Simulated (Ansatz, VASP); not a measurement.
SnC2 in VASP and in Ansatz

```
Sn C
1.0
     4.33270    0.00000    0.00000
     0.00000    5.42965    0.00000
     0.00000    0.00000    3.44779
Sn C
2 4
Direct
  0.50000 0.50000 0.50000
  0.00000 0.00000 0.00000
  0.37955 0.92504 0.50000
  0.87955 0.57496 0.00000
  0.62045 0.07496 0.50000
  0.12045 0.42504 0.00000
```

Alike in both runs: functional PBE; k mesh 10 × 8 × 12; occupations gaussian, width 0.1 eV; no spin polarisation.

Ansatz relaxed the structure, and its values are those at the end. VASP's run is a single point on that final structure, the one shown.

|  | VASP | Ansatz |
| --- | --- | --- |
| version | VASP 6.6.1 | Ansatz 0.2.0 |
| potentials or method | VASP PAW PBE potentials, release 64 (Sn_d, C), cutoff 520 eV | scalar-relativistic, plane waves, PAW |
| valence electrons in the cell | 44 | 44 |

```csv
,VASP,Ansatz,Ansatz less VASP
gap on the k mesh at the Fermi level (eV),none,none,-
pressure (GPa),0.1,0.0,-0.15
rms of the force components (eV/Å),0.035,0.001,-0.0337
```

A gap of «none» marks a metal or a gap that the smearing closes.
